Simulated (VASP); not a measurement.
Here is a VASP 6.6.1 calculation.

Contents of INCAR:

```
SYSTEM = C
  ALGO = Normal
  EDIFF = 1E-7
  ENCUT = 520
  ISIF = 2
  ISMEAR = 0
  LASPH = .True.
  LCHARG = .False.
  LREAL = .False.
  LWAVE = .False.
  NBANDS = 11
  NELM = 80
  PREC = Accurate
  SIGMA = 0.05
```

KPOINTS

```
k-points
0
Gamma
  12 12 12
  0 0 0
```

Contents of POSCAR:

```
C
1.0
    0.0000000000      1.7073499529      1.7073499529
    1.7073499529      0.0000000000      1.7073499529
    1.7073499529      1.7073499529      0.0000000000
C
2
Direct
    0.5000000000      0.5000000000      0.5000000000
    0.7500000000      0.7500000000      0.7500000000
```

Potentials or basis: VASP PAW LDA potentials, release 64 (C).

Launch:

```console
$ cat potpaw_LDA.64/C/POTCAR > POTCAR
$ mpirun -np 1 vasp_std > vasp.out
```

Problem. Predict the pressure.

Solution. 58.9 GPa.

Problem. Estimate the band gap on the k mesh.

Solution. 4.46 eV, indirect (least direct gap 5.91 eV).

 A k mesh can miss the band edges.
